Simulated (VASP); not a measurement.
HfSi3: single point with LDA

HfSi3:

```
Hf Si
1.0
     3.97351    0.00000    0.00000
     0.00000    3.97351    0.00000
     0.00000    0.00000    3.97351
Hf Si
1 3
Direct
  0.00000 0.00000 0.00000
  0.00000 0.50000 0.50000
  0.50000 0.50000 0.00000
  0.50000 0.00000 0.50000
```

| Property | Result |
| --- | --- |
| Program | VASP 6.6.1 |
| Task | single point |
| Functional | LDA |
| Potentials or basis | VASP PAW LDA potentials, release 64 (Hf_pv, Si) |
| Cutoff | 520 eV |
| k mesh | 8 × 8 × 8 |
| Occupations | gaussian, width 0.05 eV |
| Spin | no spin polarisation |

| Property | Result |
| --- | --- |
| Pressure | -6.0 GPa |
| Band gap on the k mesh | zero (band 11 reaches 9.98 eV, above the bottom of band 12 at 8.11 eV) |

Levels at points of the mesh, in eV from the Fermi level:
| k point | band 8 | band 9 | band 10 | band 11 | band 12 | band 13 | band 14 | band 15 |
| --- | --- | --- | --- | --- | --- | --- | --- | --- |
| (0.00, 0.00, 0.00) | -4.13 | -4.13 | -0.14 | -0.07 | -0.07 | -0.07 | 2.13 | 2.13 |
| (0.50, 0.00, 0.00) | -3.91 | -3.65 | -1.06 | -1.06 | -0.19 | 0.23 | 0.44 | 2.77 |
| (0.50, 0.50, 0.00) | -3.04 | -3.04 | -1.08 | -0.97 | 0.72 | 0.72 | 0.87 | 1.58 |
| (0.50, 0.50, 0.50) | -4.94 | -4.94 | -4.94 | -0.99 | 2.06 | 2.06 | 3.88 | 3.88 |

It took 17 s on 1 thread of AMD EPYC 9R45 96-Core Processor (Zen 5), with other jobs on the host, peak memory 0.14 GiB.

Caveat: spin-orbit coupling is left out, which moves the levels of the heavy elements.
